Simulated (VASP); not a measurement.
PtS2: single point with PBE+U

Crystal: PtS2.

```
CELL_PARAMETERS angstrom
3.54320 0.00000 0.00000
-1.77160 3.06850 0.00000
0.00000 0.00000 5.03880
ATOMIC_POSITIONS crystal
Pt 0.00000 0.00000 0.00000
S 0.66667 0.33333 0.77300
S 0.33333 0.66667 0.22700
```

- Program: VASP 6.6.1
- Task: single point
- Functional: PBE
- Potentials or basis: VASP PAW PBE potentials, release 64 (Pt, S)
- Cutoff: 520 eV
- k mesh: 9 × 9 × 5
- Occupations: fermi-dirac, width 0.05 eV
- Spin: no spin polarisation
- Hubbard terms: Pt d U = 3.0 eV
- Dipole correction: no
- Further INCAR settings: ALGO = Normal; EDIFF = 1e-07; NBANDS = 18

```yaml
Pressure: 8.7 GPa
Largest_force: 1.037 eV/Å
Band_gap_on_the_k_mesh: 0.97 eV (least direct gap 1.06 eV)
```

Forces on the atoms (eV/Å):
```
Pt   0.000  0.000  0.000
S    0.000  0.000 -1.037
S    0.000  0.000  1.037
```

Stress tensor (GPa, compression positive):
```
8.65 0.00 0.00
0.00 8.65 0.00
0.00 0.00 8.95
```

Levels at points of the mesh, in eV from the valence-band top:
| k point | band 7 | band 8 | band 9 | band 10 | band 11 | band 12 | band 13 | band 14 | band 15 | band 16 |
| --- | --- | --- | --- | --- | --- | --- | --- | --- | --- | --- |
| (0.00, 0.00, 0.00) | -4.67 | -2.21 | -1.06 | -1.06 | -0.06 | 2.39 | 2.39 | 4.90 | 5.84 | 8.07 |

Eigenvalues of the final occupation matrices:
| site | spin | trace | eigenvalues |
| --- | --- | --- | --- |
| site 1 d | 1 | 4.15 | 0.69 0.69 0.92 0.92 0.92 |
| site 1 d | 2 | 4.15 | 0.69 0.69 0.92 0.92 0.92 |

It took 20 s on 1 thread of Intel(R) Xeon(R) 6975P-C (Granite Rapids) (shared host), peak memory 0.2 GiB.

Caveat: the cell stands under pressure; spin-orbit coupling is left out, which moves the levels of the heavy elements; forces of over 1 eV/Å act on the atoms, so gaps and moduli don't describe the material at rest. A k mesh can miss the band edges.
